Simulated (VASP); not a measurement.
## MoS2: single point with r2SCAN

MoS2, a slab with vacuum:

```
CELL_PARAMETERS angstrom
3.18427 0.00000 0.00000
-1.59214 2.75766 0.00000
0.00000 0.00000 28.41881
ATOMIC_POSITIONS crystal
Mo 0.66667 0.33333 0.00000
Mo 0.33333 0.66667 0.76616
Mo 0.33333 0.66667 0.22856
S 0.33333 0.66667 0.05464
S 0.66667 0.33333 0.82608
S 0.66667 0.33333 0.28318
S 0.33333 0.66667 0.94536
S 0.66667 0.33333 0.71682
S 0.66667 0.33333 0.17392
```

This cell differs from its parent crystal: atom 2 (Mo) moved -0.150 Å along Cartesian [0 0 1].

```json
{
  "Program": "VASP 6.6.1",
  "Task": "single point",
  "Functional": "r2SCAN",
  "Potentials or basis": "VASP PAW PBE potentials, release 64 (Mo_sv, S)",
  "Cutoff": "520 eV",
  "k mesh": "12 × 12 × 1",
  "Occupations": "gaussian, width 0.05 eV",
  "Spin": "no spin polarisation",
  "Dipole correction": "no",
  "Further INCAR settings": "ALGO = Normal; EDIFF = 1e-06; NBANDS = 49"
}
```

```
Largest force          : 4.608 eV/Å
Band gap on the k mesh : 1.16 eV (least direct gap 1.68 eV)
```

Forces in eV/Å, atoms in the order of the input:
```
Mo   0.000  0.000 -0.004
Mo   0.000  0.000  4.608
Mo   0.000  0.000 -0.001
S    0.000  0.000  0.004
S    0.000  0.000 -1.904
S    0.000  0.000  0.004
S    0.000  0.000 -0.007
S    0.000  0.000 -2.698
S    0.000  0.000 -0.002
```

Levels at points of the mesh, in eV from the valence-band top:
| k point | band 37 | band 38 | band 39 | band 40 | band 41 | band 42 |
| --- | --- | --- | --- | --- | --- | --- |
| (0.00, 0.00, 0.00) | -0.57 | -0.15 | 0.00 | 2.12 | 2.12 | 2.41 |
| (0.50, 0.00, 0.00) | -1.19 | -1.15 | -1.01 | 1.84 | 1.86 | 1.87 |

It took 46 min on 1 thread of Oxide Virtual Turin-like Processor (shared host), peak memory 0.44 GiB.

Caveat: the cell differs from its parent crystal (atom 2 (Mo) moved -0.150 Å along Cartesian [0 0 1]); there is no dipole correction, which matters where the two faces differ; the PAW data sets were made with another functional, which shifts forces and pressure a little.
